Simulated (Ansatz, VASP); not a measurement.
# KF: VASP beside Ansatz

```
CELL_PARAMETERS angstrom
0.00000 2.55387 2.55387
2.55387 0.00000 2.55387
2.55387 2.55387 0.00000
ATOMIC_POSITIONS crystal
K 0.00000 0.00000 0.00000
F 0.50000 0.50000 0.50000
```

Alike in both runs: task single point; functional LDA; k mesh 8 × 8 × 8; occupations gaussian, width 0.05 eV; no spin polarisation.

|  | VASP | Ansatz |
| --- | --- | --- |
| version | VASP 6.6.1 | Ansatz 0.2.0 |
| potentials or method | VASP PAW LDA potentials, release 64 (K_sv, F), cutoff 520 eV | scalar-relativistic, plane waves, PAW |
| valence electrons in the cell | 16 | 16 |

|  | VASP | Ansatz | Ansatz less VASP |
| --- | --- | --- | --- |
| gap on the k mesh at the Fermi level (eV) | 6.54 | 6.56 | +0.020 |
| least direct gap on the mesh (eV) | 6.54 | 6.56 | +0.020 |
| pressure (GPa) | 1.8 | 1.5 | -0.30 |

LDA's correlation is that of Perdew and Zunger in VASP and of Perdew and Wang (1992) in Ansatz.
